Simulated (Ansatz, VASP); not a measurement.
## Two plane-wave programs on TeS2F2

```
Te S F
1.0
    -2.19328    2.19328    5.25843
     2.19328   -2.19328    5.25843
     2.19328    2.19328   -5.25843
Te S F
1 2 2
Direct
  0.00000 0.00000 0.00000
  0.62937 0.62937 0.00000
  0.37063 0.37063 0.00000
  0.25000 0.75000 0.50000
  0.75000 0.25000 0.50000
```

Change from the starting cell: species swapped into the YNi2Ge2 type (I4/mmm, No. 139).

Alike in both runs: task relaxation of cell and atoms; functional PBE; k mesh 6 × 6 × 6; occupations gaussian, width 0.1 eV; no spin polarisation.

```csv
,VASP,Ansatz
version,VASP 6.6.1,Ansatz 0.2.0
potentials or method,"VASP PAW PBE potentials, release 64 (Te, S, F), cutoff 600 eV","scalar-relativistic, plane waves, PAW"
valence electrons in the cell,32,42
```

```tsv
	VASP	Ansatz	Ansatz less VASP
gap on the k mesh at the Fermi level, each at its own relaxed structure (eV)	none	none	-
relaxed volume (Å³/atom)	16.56	16.74	+0.181
relaxed cell length with the largest relative difference (Å)	5.852	5.878	+0.0257
```

A gap of «none» marks a metal or a gap that the smearing closes. VASP's potentials hold 32 valence electrons a cell and Ansatz's 42, so a difference there can come from the potentials and not from the codes.

Neither program's run includes spin-orbit coupling. Noted on VASP's run: the volume moved by over 15 % at a fixed basis, so the end points are rough.
